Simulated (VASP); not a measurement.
A run of VASP 6.6.1 is set up as follows.

The input INCAR:

```
  PREC = Accurate
  ENCUT = 600
  EDIFF = 1E-7
  ISMEAR = 0
  SIGMA = 0.1
  LREAL = F
  LASPH = T
  NELM = 80
  ALGO = Normal
  ISIF = 3
  LWAVE = F
  LCHARG = F
  GGA = PE
  IBRION = 2
  NSW = 90
  EDIFFG = -0.04
```

Contents of KPOINTS:

```
Automatic mesh
0
Gamma
  6 6 4
```

The input POSCAR:

```
Be4Te
1.0
    4.1531261400      0.0000000000      0.0000000000
   -2.0765630700      3.5967127400      0.0000000000
    0.0000000000      0.0000000000      4.4550638200
Be Te
4 1
Direct
    0.1350542700      0.8649457300      0.0000000000
    0.1350542700      0.2701085500      0.0000000000
    0.7298914500      0.8649457300      0.0000000000
    0.6666666700      0.3333333300      0.0000000000
    0.6666666700      0.3333333300      0.5000000000
```

Potentials or basis: VASP PAW PBE potentials, release 64 (Be, Te).

Run with:

```console
$ cat potpaw_PBE.64/Be/POTCAR potpaw_PBE.64/Te/POTCAR > POTCAR
$ mpirun -np 1 vasp_std > vasp.out
```

Problem. What does it give for the space group after relaxing (to 0.1 Å)?

Solution. P6/mmm (No. 191).

Problem. What does it give for the relaxed cell?

Solution. a = 4.295 Å, b = 4.295 Å, c = 5.008 Å, α = 90.00°, β = 90.00°, γ = 120.00°.

Problem. What does it give for the band gap on the k mesh?

Solution. Zero (bands 7 and 8 overlap by 1.93 eV).

Final structure:
```yaml
crystal:
  lattice:
    - [4.29498, 0.00000, 0.00000]
    - [-2.14749, 3.71956, 0.00000]
    - [0.00000, 0.00000, 5.00780]
  atoms:
    - { symbol: Be, position: [0.16672, 0.83328, 0.00000] }
    - { symbol: Be, position: [0.16672, 0.33344, 0.00000] }
    - { symbol: Be, position: [0.66656, 0.83328, 0.00000] }
    - { symbol: Be, position: [0.66667, 0.33333, 0.00000] }
    - { symbol: Te, position: [0.66667, 0.33333, 0.50000] }
```

Caveat: spin-orbit coupling is left out, which moves the levels of the heavy elements.
